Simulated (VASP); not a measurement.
# Ga (P6/mmm) in VASP: further runs

Runs on Ga. Level: PBE. Tasks: single point.

All numbers are computed with VASP 6.6.1; they aren't measurements. Logs are shortened: lines on timing, memory, paths and dates and some standing lists are left out, and cuts for length are marked.

**1. The cell of the first run**

The structure is hexagonal, space group P6/mmm (No. 191). The conventional cell has a = 4.707 Å, b = 4.707 Å, c = 3.017 Å, α = 90.00°, β = 90.00°, γ = 120.00°. Ga (site symmetry 6/mmm) has 14 Ga at 3.02 to 3.11 Å within 4.0 Å. Ga (site symmetry -6m2) has 11 Ga at 2.72 to 3.11 Å within 3.6 Å.

**2. Single point, PBE**

File INCAR:

```
PREC     = Accurate       # precision mode
ENCUT    = 520            # plane-wave cutoff, eV
EDIFF    = 1E-7           # SCF threshold, eV
ISMEAR   = -1             # smearing method
SIGMA    = 0.1            # smearing width, eV
LREAL    = False          # projectors in reciprocal space
LASPH    = True           # aspherical terms in the spheres
NELM     = 100            # most SCF steps
ALGO     = Normal         # electronic algorithm
ISIF     = 2              # what is computed and relaxed
LWAVE    = False          # write WAVECAR
LCHARG   = True           # write CHGCAR
GGA      = PE             # functional
LELF     = True           # ELF
LVHAR    = True         
NBANDS   = 26             # bands
```

File KPOINTS:

```
regular mesh
0
Gamma
  8 8 11
```

File POSCAR:

```
Ga
1.0
    4.7070987211      0.0000000000      0.0000000000
   -2.3535493606      4.0764670706      0.0000000000
    0.0000000000      0.0000000000      3.0170200154
Ga
3
Direct
    1.0000000000      1.0000000000      0.0000000000
    0.3333333333      0.6666666667      0.5000000000
    0.6666666667      0.3333333333      0.5000000000
```

Potentials or basis: VASP PAW PBE potentials, release 64 (Ga_d).

On the command line:

```console
cat potpaw_PBE.64/Ga_d/POTCAR > POTCAR
mpirun -np 1 vasp_std > vasp.out
```

OUTCAR:

```text
PREC = Accurate
   ENCUT = 520
   EDIFF = 1E-7
   ISMEAR = -1
   LREAL = False
   LASPH = True
   NELM = 100
   ISIF = 2
   GGA = PE

 ion  position               nearest neighbor table
   1  0.000  0.000  0.000-
   2  0.333  0.667  0.500-   3 2.72   3 2.72   3 2.72
   3  0.667  0.333  0.500-   2 2.72   2 2.72   2 2.72

  LATTYP: Found a hexagonal cell.
 ALAT       =     4.7070987211
 C/A-ratio  =     0.6409510814

  Lattice vectors:

 A1 = (   4.7070987211,   0.0000000000,   0.0000000000)
 A2 = (  -2.3535493606,   4.0764670706,   0.0000000000)
 A3 = (   0.0000000000,   0.0000000000,   3.0170200154)

Analysis of symmetry for initial positions (statically):
=====================================================================
 Subroutine PRICEL returns:
 Original cell was already a primitive cell.

 Routine SETGRP: Setting up the symmetry group for a
 hexagonal supercell.

 Subroutine GETGRP returns: Found 24 space group operations
 (whereof 24 operations were pure point group operations)
 out of a pool of 24 trial point group operations.

The static configuration has the point symmetry D_6h.

Analysis of symmetry for dynamics (positions and initial velocities):
=====================================================================
 Subroutine PRICEL returns:
 Original cell was already a primitive cell.

 Routine SETGRP: Setting up the symmetry group for a
 hexagonal supercell.

 Subroutine GETGRP returns: Found 24 space group operations
 (whereof 24 operations were pure point group operations)
 out of a pool of 24 trial point group operations.

The dynamic configuration has the point symmetry D_6h.

 Subroutine INISYM returns: Found 24 space group operations
 (whereof 24 operations are pure point group operations),
 and found     1 'primitive' translations

----------------------------------------------------------------------------------------

                                     Primitive cell

  volume of cell :      57.8916

  direct lattice vectors                    reciprocal lattice vectors
     4.707098721  0.000000000  0.000000000     0.212445088  0.122655228  0.000000000
    -2.353549361  4.076467071  0.000000000     0.000000000  0.245310457  0.000000000
     0.000000000  0.000000000  3.017020015     0.000000000  0.000000000  0.331452889

  length of vectors
     4.707098721  4.707098721  3.017020015     0.245310457  0.245310457  0.331452889

  position of ions in fractional coordinates (direct lattice)
     0.000000000  0.000000000  0.000000000
     0.333333333  0.666666667  0.500000000
     0.666666667  0.333333333  0.500000000

  ion indices of the primitive-cell ions
   primitive index   ion index
                 1           1
                 2           2
                 3           3

----------------------------------------------------------------------------------------

 KPOINTS: regular mesh

Automatic generation of k-mesh.
 Grid dimensions read from file:
 generate k-points for:    8    8   11

 Generating k-lattice:

  Cartesian coordinates                     Fractional coordinates (reciprocal lattice)
     0.026555636  0.015331904  0.000000000     0.125000000  0.000000000  0.000000000
     0.000000000  0.030663807  0.000000000     0.000000000  0.125000000  0.000000000
     0.000000000  0.000000000  0.030132081     0.000000000  0.000000000  0.090909091

  Length of vectors
     0.030663807  0.030663807  0.030132081

  Shift w.r.t. Gamma in fractional coordinates (k-lattice)
     0.000000000  0.000000000  0.000000000

 Subroutine IBZKPT returns following result:
 ===========================================

 Found     60 irreducible k-points:

 Following reciprocal coordinates:
            Coordinates               Weight
  0.000000  0.000000  0.000000      1.000000
  0.125000  0.000000  0.000000      6.000000
  0.250000  0.000000  0.000000      6.000000
  0.375000 -0.000000  0.000000      6.000000
  0.500000  0.000000  0.000000      3.000000
  0.125000  0.125000  0.000000      6.000000
[... 16 lines left out ...]
  0.250000  0.000000  0.181818     12.000000
  0.375000 -0.000000  0.181818     12.000000
 [... further k-points ...]
   k-points           NKPTS =     60   k-points in BZ     NKDIM =     60   number of bands    NBANDS=     26
   number of dos      NEDOS =    301   number of ions     NIONS =      3
   total plane-waves  NPLWV =  31104
   dimension x,y,z NGX =    36 NGY =   36 NGZ =   24
   dimension x,y,z NGXF=    72 NGYF=   72 NGZF=   48
   ions per type =               3
   NGX,Y,Z   is equivalent  to a cutoff of  12.71, 12.71, 13.22 a.u.
   NGXF,Y,Z  is equivalent  to a cutoff of  25.43, 25.43, 26.45 a.u.
 SYSTEM =  unknown system
   PREC   = accura    normal or accurate (medium, high low for compatibility)
   ISTART =      0    job   : 0-new  1-cont  2-samecut
   ICHARG =      2    charge: 1-file 2-atom 10-const
   ISPIN  =      1    spin polarized calculation?
   LNONCOLLINEAR =      F non collinear calculations
   LSORBIT =      F    spin-orbit coupling
   LASPH  =      T    aspherical Exc in radial PAW
   ENCUT  =  520.0 eV  38.22 Ry    6.18 a.u.   8.75  8.75  5.61*2*pi/ulx,y,z
   NELM   =    100;   NELMIN=  2; NELMDL= -5     # of ELM steps
   EDIFF  = 0.1E-06   stopping-criterion for ELM
   LREAL  =      F    real-space projection
   EDIFFG = 0.1E-05   stopping-criterion for IOM
   NSW    =      0    number of steps for IOM
   IBRION =     -1    ionic relax: 0-MD 1-quasi-New 2-CG
   NFREE  =      0    steps in history (QN), initial steepest desc. (CG)
   ISIF   =      2    stress and relaxation
   ISYM   =      2    0-nonsym 1-usesym 2-fastsym
   POTIM  = 0.5000    time-step for ionic-motion
   TEBEG  =    0.0;   TEEND  =   0.0 temperature during run
   PSTRESS=    0.0 pullay stress
   NELECT =      39.0000    total number of electrons
   NUPDOWN=      -1.0000    fix difference up-down
   EMIN   =  10.00;   EMAX   =-10.00  energy-range for DOS
   EFERMI =   0.00;   METHOD = LEGACY
   ISMEAR =    -1;   SIGMA  =   0.10  broadening in eV -4-tet -1-fermi 0-gaus
   EFERMI_NEDOS =   21; number of points for ismear=-14 and -15
   IALGO  =     38    algorithm
   IMIX   =      4    mixing-type and parameters
     AMIX     =   0.40;   BMIX     =  1.00
     AMIX_MAG =   1.60;   BMIX_MAG =  1.00
  volume/ion in A,a.u.               =      19.30       130.22
  Fermi-wavevector in a.u.,A,eV,Ry     =   1.435130  2.712002 28.022531  2.059598
  Thomas-Fermi vector in A             =   2.554462
   LORBIT       =      0    0 simple, 1 ext, 2 COOP (PROOUT), +10 PAW based schemes
   GGA     = PE    functional components
   LHFCALC =     F    Hartree Fock is set to
   AEXX    =    0.0000 exact exchange contribution
   IVDW    =     0    specifies the selected vdW correction
   LEPSILON=     F    determine dielectric tensor
   LRPA    =     F    only Hartree local field effects (RPA)
 non-spin polarized calculation
  energy-cutoff  :      520.00
  volume of cell :       57.89
 maximum number of plane-waves:      1577
 NGX is ok and might be reduce to    36
   NGX = 17   NGY = 17   NGZ = 11

 number of electron      39.0000036 magnetization

 Free energy of the ion-electron system (eV)
  ---------------------------------------------------
  ext. energy  EPLUGINS =         0.00000000
  ---------------------------------------------------
  free energy    TOTEN  =        -8.60258354 eV

  energy without entropy =       -8.55381426  energy(sigma->0) =       -8.57819890

 E-fermi :   5.4068     XC(G=0): -10.8992

 val. band max:        5.4023021712   @ k =   0.3750   0.2500   0.3636
 cond. band min:       5.4588121986   @ k =   0.2500   0.1250   0.4545
 fundamental gap:      0.0565100275
 Fermi energy:         5.4068472650

 k-point     1 :       0.0000    0.0000    0.0000
  band No.  band energies     occupation
      1      -9.7201      2.00000
      2      -9.5572      2.00000
      3      -9.5572      2.00000
      4      -9.5441      2.00000
      5      -9.5234      2.00000
      6      -9.4940      2.00000
[... 18 lines left out ...]
     25      16.9815      0.00000
     26      17.0290      0.00000

 k-point     2 :       0.1250    0.0000    0.0000
  band No.  band energies     occupation
      1      -9.7136      2.00000
      2      -9.5863      2.00000
      3      -9.5797      2.00000
      4      -9.5494      2.00000
      5      -9.5229      2.00000
      6      -9.5116      2.00000
[... 18 lines left out ...]
     25      16.4807      0.00000
     26      16.7016      0.00000

 k-point     3 :       0.2500    0.0000    0.0000
  band No.  band energies     occupation
      1      -9.6971      2.00000
      2      -9.6346      2.00000
      3      -9.6142      2.00000
      4      -9.5640      2.00000
      5      -9.5333      2.00000
      6      -9.5321      2.00000
[... 18 lines left out ...]
     25      14.7800      0.00000
     26      15.2342      0.00000

 k-point     4 :       0.3750   -0.0000    0.0000
  band No.  band energies     occupation
      1      -9.6887      2.00000
      2      -9.6605      2.00000
      3      -9.6374      2.00000
      4      -9.5826      2.00000
      5      -9.5459      2.00000
      6      -9.5394      2.00000
[... 18 lines left out ...]
     25      13.4059      0.00000
     26      13.8331      0.00000

 k-point     5 :       0.5000    0.0000    0.0000
  band No.  band energies     occupation
      1      -9.6977      2.00000
      2      -9.6540      2.00000
      3      -9.6452      2.00000
      4      -9.5932      2.00000
      5      -9.5507      2.00000
      6      -9.5415      2.00000
[... 18 lines left out ...]
     25      12.5925      0.00000
     26      13.1043      0.00000

 k-point     6 :       0.1250    0.1250    0.0000
  band No.  band energies     occupation
      1      -9.7020      2.00000
      2      -9.6198      2.00000
      3      -9.6100      2.00000
      4      -9.5532      2.00000
      5      -9.5347      2.00000
      6      -9.5213      2.00000
[... 427 lines left out ...]
 k-point    21 :       0.0000    0.0000    0.1818
  band No.  band energies     occupation
      1      -9.6653      2.00000
      2      -9.5760      2.00000
      3      -9.5760      2.00000
      4      -9.5526      2.00000
      5      -9.5526      2.00000
      6      -9.5376      2.00000
[... 18 lines left out ...]
     25      13.7559      0.00000
     26      15.2802      0.00000

 k-point    22 :       0.1250    0.0000    0.1818
  band No.  band energies     occupation
      1      -9.6636      2.00000
      2      -9.5959      2.00000
      3      -9.5953      2.00000
      4      -9.5656      2.00000
      5      -9.5605      2.00000
      6      -9.5144      2.00000
[... 18 lines left out ...]
     25      13.2574      0.00000
     26      14.7189      0.00000

 k-point    23 :       0.2500    0.0000    0.1818
  band No.  band energies     occupation
      1      -9.6643      2.00000
      2      -9.6263      2.00000
      3      -9.6182      2.00000
      4      -9.5678      2.00000
      5      -9.5547      2.00000
      6      -9.5080      2.00000
[... 18 lines left out ...]
     25      12.6552      0.00000
     26      13.9605      0.00000

 k-point    24 :       0.3750   -0.0000    0.1818
  band No.  band energies     occupation
      1      -9.6744      2.00000
      2      -9.6462      2.00000
      3      -9.6213      2.00000
      4      -9.5663      2.00000
      5      -9.5526      2.00000
      6      -9.5059      2.00000
[... 18 lines left out ...]
     25      12.5540      0.00000
     26      13.0409      0.00000

 [... further k-points ...]
[... 5 lines left out ...]
  --------------------------------------------------------------------------------------
  -------------------------------------------------------------------------------------
  Total        0.0572131      0.0572131      0.0406188     -0.0000000      0.0000000      0.0000000
  in kB        1.5834002      1.5834002      1.1241442     -0.0000000      0.0000000      0.0000000
  external PRESSURE =       1.4303149 kB  Pullay stress =       0.0000000 kB

 VOLUME and BASIS-vectors are now :
 -----------------------------------------------------------------------------
  energy-cutoff  :      520.00
  volume of cell :       57.89
      direct lattice vectors                 reciprocal lattice vectors
     4.707098721  0.000000000  0.000000000     0.212445088  0.122655228  0.000000000
    -2.353549361  4.076467071  0.000000000     0.000000000  0.245310457  0.000000000
     0.000000000  0.000000000  3.017020015     0.000000000  0.000000000  0.331452889

 POSITION                                       TOTAL-FORCE (eV/Angst)
 -----------------------------------------------------------------------------------
      0.00000      0.00000      0.00000        -0.000000      0.000000      0.000000
     -0.00000      2.71764      1.50851         0.000000     -0.000000     -0.000000
      2.35355      1.35882      1.50851        -0.000000      0.000000      0.000000
 -----------------------------------------------------------------------------------
    total drift:                                0.000000      0.000000     -0.000000

  FREE ENERGIE OF THE ION-ELECTRON SYSTEM (eV)
  ---------------------------------------------------
  free  energy   TOTEN  =        -8.6025835441 eV

  energy  without entropy=       -8.5538142606  energy(sigma->0) =       -8.57819890
```

Run time: 40 s. Hardware: 1 thread of AMD EPYC 9R45 (Zen 5), shared host; peak memory 0.18 GiB.

What came out:

| Property | Result |
| --- | --- |
| Free energy | -8.6026 eV |
| Pressure | 0.1 GPa |

**3. Single point, PBE (volume scaled by 0.88)**

File INCAR:

```
SYSTEM = Ga
PREC = Accurate ; ENCUT = 520
EDIFF = 1E-7 ; ISMEAR = -1
SIGMA = 0.1 ; LREAL = .FALSE.
LASPH = .TRUE. ; NELM = 80
ALGO = Normal ; ISIF = 2
LWAVE = .FALSE. ; LCHARG = .FALSE.
GGA = PE ; NBANDS = 26
```

File KPOINTS:

```
regular mesh
0
G
  9 9 12
  0 0 0
```

File POSCAR:

```
Ga
1.0
    4.5107372563      0.0000000000      0.0000000000
   -2.2553686282      3.9064130537      0.0000000000
    0.0000000000      0.0000000000      2.8911619222
Ga
3
Direct
    1.0000000000      1.0000000000      0.0000000000
    0.3333333333      0.6666666667      0.5000000000
    0.6666666667      0.3333333333      0.5000000000
```

Potentials or basis: VASP PAW PBE potentials, release 64 (Ga_d).

On the command line:

```console
cat potpaw_PBE.64/Ga_d/POTCAR > POTCAR
mpirun -np 1 vasp_std > vasp.out
```

It took 51 s on 1 thread of AMD EPYC 9R45 (Zen 5), shared host; peak memory 0.2 GiB.

The run converged. Its results:

```
Free energy : -8.4241 eV
Pressure    : 8.6 GPa
```

Stress tensor (GPa, compression positive):
```
9.16 0.00 0.00
0.00 9.16 0.00
0.00 0.00 7.51
```

Levels at points of the mesh, in eV from the Fermi level:
| k point | band 16 | band 17 | band 18 | band 19 | band 20 | band 21 | band 22 | band 23 |
| --- | --- | --- | --- | --- | --- | --- | --- | --- |
| (0.00, 0.00, 0.00) | -11.88 | -2.32 | -2.05 | -1.40 | -1.40 | -1.22 | -1.22 | 5.24 |
| (0.00, 0.00, 0.50) | -7.69 | -6.61 | 1.35 | 1.35 | 1.94 | 2.17 | 2.30 | 2.36 |

**4. Single point, PBE (volume scaled by 0.92)**

File INCAR:

```
PREC = Accurate
ENCUT = 520
EDIFF = 1E-6
ISMEAR = -1
SIGMA = 0.1
LREAL = False
LASPH = True
NELM = 100
ALGO = Normal
ISIF = 2
LWAVE = False
LCHARG = False
GGA = PE
NBANDS = 26
```

File KPOINTS:

```
Automatic mesh
0
Gamma
  9 9 12
```

File POSCAR:

```
Ga
1.0
    4.5780716201      0.0000000000      0.0000000000
   -2.2890358101      3.9647263233      0.0000000000
    0.0000000000      0.0000000000      2.9343199555
Ga
3
Direct
    1.0000000000      1.0000000000      0.0000000000
    0.3333333333      0.6666666667      0.5000000000
    0.6666666667      0.3333333333      0.5000000000
```

On the command line:

```console
cat potpaw_PBE.64/Ga_d/POTCAR > POTCAR
mpirun -np 1 vasp_std > vasp.out
```

It took 45 s on 1 thread of AMD EPYC 9R45 (Zen 5), shared host; peak memory 0.2 GiB.

It converged, with:

```
Free energy : -8.5214 eV
Pressure    : 5.0 GPa
```

Stress tensor (GPa, compression positive):
```
5.37 0.00 0.00
0.00 5.37 0.00
0.00 0.00 4.24
```

Levels at points of the mesh, in eV from the Fermi level:
```
           k point  band 15  band 16  band 17  band 18  band 19  band 20  band 21  band 22  band 23  band 24
(0.00, 0.00, 0.00)   -14.69   -11.51    -2.42    -2.15    -1.29    -1.29    -1.11    -1.11     5.11     8.71
(0.00, 0.00, 0.50)   -14.65    -7.50    -6.39     1.34     1.34     1.85     1.91     2.12     2.15     2.97
```

**5. The runs side by side**

| cell | k mesh | gap on the mesh (eV) | pressure (GPa) |
| --- | --- | --- | --- |
| a = 4.707, b = 4.707, c = 3.017 Å, angles 90.0, 90.0, 120.0°, 3 atoms | 8 × 8 × 11 | none | 0.1 |
| a = 4.511, b = 4.511, c = 2.891 Å, angles 90.0, 90.0, 120.0°, 3 atoms | 9 × 9 × 12 | none | 8.6 |
| a = 4.578, b = 4.578, c = 2.934 Å, angles 90.0, 90.0, 120.0°, 3 atoms | 9 × 9 × 12 | none | 5.0 |

Alike in all rows: task single point; level PBE; potentials or basis VASP PAW PBE potentials, release 64 (Ga_d); no spin polarisation; cutoff (eV) 520; smearing fermi-dirac 0.1 eV.

Total energies depend on the potentials used, so only differences within one code and one set of settings carry meaning.
